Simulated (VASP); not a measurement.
## ZnS: single point with PBE

The system is ZnS, a slab with vacuum.

```
Zn S
1.0
    -3.84620    0.00000    0.00000
    -1.92310   -3.33091    0.00000
    -1.92310   -1.11030   24.89858
Zn S
6 6
Cartesian
  -1.1620 -0.6709 11.4185
  -3.0851 -1.7812 1.9692
  -3.0851 -1.7812 8.2706
  -6.9313 -4.0018 17.7199
  -3.0851 -1.7812 14.5717
  -5.0082 -2.8915 5.1224
  -3.0851 -1.7812 4.3314
  -6.9313 -4.0018 13.7807
  -3.0851 -1.7812 16.9337
  -5.0082 -2.8915 7.4844
  -3.0851 -1.7812 10.6283
  -5.0082 -2.8915 1.1791
```

This cell differs from its parent crystal: the distance across one plane changed.

* Program: VASP 6.6.1
* Task: single point
* Functional: PBE
* Potentials or basis: VASP PAW PBE potentials, release 64 (Zn, S)
* Cutoff: 520 eV
* k mesh: 8 × 8 × 2
* Occupations: gaussian, width 0.05 eV
* Spin: no spin polarisation
* Dipole correction: no
* Further INCAR settings: ALGO = Fast; EDIFF = 1e-07; NBANDS = 66; ISYM = 0

The largest force is 0.795 eV/Å and the band gap on the k mesh is zero (bands 54 and 55 overlap by 0.48 eV).

Forces on the atoms (eV/Å):
```
Zn  -0.001  0.000 -0.399
Zn   0.000  0.000 -0.405
Zn   0.000  0.000 -0.400
Zn  -0.001 -0.001 -0.419
Zn   0.000  0.000 -0.485
Zn   0.000  0.000 -0.418
S    0.000  0.000  0.509
S    0.000  0.000  0.372
S    0.000  0.000  0.795
S    0.000  0.000  0.396
S    0.000  0.000  0.391
S    0.000  0.000  0.064
```

Levels at points of the mesh, in eV from the Fermi level:
| k point | band 52 | band 53 | band 54 | band 55 | band 56 | band 57 |
| --- | --- | --- | --- | --- | --- | --- |
| (0.00, 0.00, 0.00) | -0.36 | -0.12 | 0.49 | 0.49 | 1.16 | 1.66 |
| (0.50, 0.00, 0.00) | -1.43 | -0.56 | -0.22 | 0.06 | 1.68 | 1.99 |
| (0.00, 0.50, 0.00) | -1.43 | -0.56 | -0.22 | 0.06 | 1.68 | 1.99 |
| (0.50, 0.50, 0.00) | -1.43 | -0.56 | -0.22 | 0.06 | 1.68 | 1.99 |
| (0.00, 0.00, 0.50) | -0.36 | -0.12 | 0.49 | 0.49 | 1.16 | 1.65 |
| (0.50, 0.00, 0.50) | -1.43 | -0.56 | -0.22 | 0.06 | 1.68 | 1.99 |
| (0.00, 0.50, 0.50) | -1.43 | -0.56 | -0.22 | 0.06 | 1.68 | 1.99 |
| (0.50, 0.50, 0.50) | -1.43 | -0.56 | -0.22 | 0.06 | 1.68 | 1.99 |

Run time: 2.3 h on 1 thread of Oxide Virtual Turin-like Processor, with other jobs on the host, peak memory 1.1 GiB.

Caveat: the cell differs from its parent crystal (the distance across one plane changed).
